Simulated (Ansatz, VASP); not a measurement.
# Ag: VASP beside Ansatz

The input INCAR:

```
SYSTEM = Ag
PREC = Accurate
ENCUT = 520
EDIFF = 1E-6
ISMEAR = -1
SIGMA = 0.08
LREAL = .FALSE.
LASPH = .TRUE.
NELM = 100
ALGO = Normal
ISIF = 2
LWAVE = .FALSE.
LCHARG = .TRUE.
LELF = .TRUE.
LVHAR = .TRUE.
NBANDS = 30
```

The input KPOINTS:

```
regular mesh
0
G
  14 14 4
  0 0 0
```

POSCAR

```
Ag
1.0
    2.8861989086      0.0000000000      0.0000000000
   -1.4430994543      2.4995215753      0.0000000000
    0.0000000000      0.0000000000      9.7000000000
Ag
4
Direct
    0.3333333333      0.6666666667      0.2500000000
    0.6666666667      0.3333333333      0.7500000000
    0.0000000000      0.0000000000      0.0000000000
    0.0000000000      0.0000000000      0.5000000000
```

Input for Ansatz:

```yaml
crystal:
  lattice:
    - [2.8861989086, 0.0, 0.0]
    - [-1.4430994543, 2.4995215753, 0.0]
    - [0.0, 0.0, 9.7]
  atoms:
    - { symbol: Ag, position: [0.3333333333, 0.6666666667, 0.25] }
    - { symbol: Ag, position: [0.6666666667, 0.3333333333, 0.75] }
    - { symbol: Ag, position: [0.0, 0.0, 0.0] }
    - { symbol: Ag, position: [0.0, 0.0, 0.5] }
kpoints:
  mp_grid: { grid: [14, 14, 4] }
  band_path:
    path:
      - [0.0, 0.0, 0.0]
      - [0.5, 0.0, 0.0]
      - [0.3333333333, 0.3333333333, 0.0]
      - [0.0, 0.0, 0.0]
      - [0.0, 0.0, 0.5]
      - [0.5, 0.0, 0.5]
      - [0.3333333333, 0.3333333333, 0.5]
      - [0.0, 0.0, 0.5]
      - [0.5, 0.0, 0.5]
    npoints: 5
scf:
  occupations: { method: fermi_dirac, width: 0.08 }
hamiltonian:
  xc: lda
  pseudopotentials: { kind: all_electron, lapw: { basis_error: 0.0005 } }
output:
  forces: true
  stress: true
  eigenvalues: true
```

Change from the starting cell: zz strain of -3 %.

Alike in both runs: task single point; functional LDA; k mesh 14 × 14 × 4; occupations fermi-dirac, width 0.08 eV; no spin polarisation.

|  | VASP | Ansatz |
| --- | --- | --- |
| version | VASP 6.6.1 | Ansatz 0.2.0 |
| potentials or method | VASP PAW LDA potentials, release 64 (Ag), cutoff 520 eV | all-electron LAPW, scalar-relativistic |

Ansatz gave:

```
pressure (GPa)                                                : -9.3
traceless stress, the component that is largest in VASP (GPa) : -1.61
```

What did VASP give for the same quantities?

Pressure (GPa): -9.1; traceless stress, the component that is largest in VASP (GPa): -1.63.

LDA's correlation is that of Perdew and Zunger in VASP and of Perdew and Wang (1992) in Ansatz. Ansatz ran all-electron here, and VASP with PAW potentials.
